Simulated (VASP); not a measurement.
Write the native input for VASP 6.6.1 that does the following.

```yaml
Task: single point
Functional: PBE
Potentials_or_basis: VASP PAW PBE potentials, release 64 (Ta_pv)
Cutoff: 520 eV
k_mesh: 12 × 12 × 1
Occupations: fermi-dirac, width 0.08 eV
Spin: no spin polarisation
Dipole_correction: yes
Further_INCAR_settings: ALGO = Normal; EDIFF = 1e-06; NBANDS = 12
```

The structure of Ta lies in POSCAR:

```
Ta
1.0
    3.3195547170      0.0000000000      0.0000000000
    0.0000000000      3.3195547170      0.0000000000
    0.0000000000      0.0000000000     16.0000000000
Ta
1
Direct
    0.0000000000      0.0000000000      0.5000000000
```

One way to write it, as run:

INCAR

```
ALGO = Normal
DIPOL = 0.5 0.5 0.500
EDIFF = 1E-6
ENCUT = 520
GGA = PE
IDIPOL = 3
ISIF = 2
ISMEAR = -1
LASPH = T
LCHARG = F
LDIPOL = T
LREAL = F
LWAVE = F
NBANDS = 12
NELM = 60
PREC = Accurate
SIGMA = 0.08
```

KPOINTS

```
k-points
0
Gamma
  12 12 1
```

Potentials or basis: VASP PAW PBE potentials, release 64 (Ta_pv).

Run with:

```sh
$ cat potpaw_PBE.64/Ta_pv/POTCAR > POTCAR
$ mpirun -np 1 vasp_std > vasp.out
```

Run time: 59 s on 1 thread of Intel(R) Xeon(R) Platinum 8488C (Sapphire Rapids), on a shared host, peak memory 0.3 GiB.
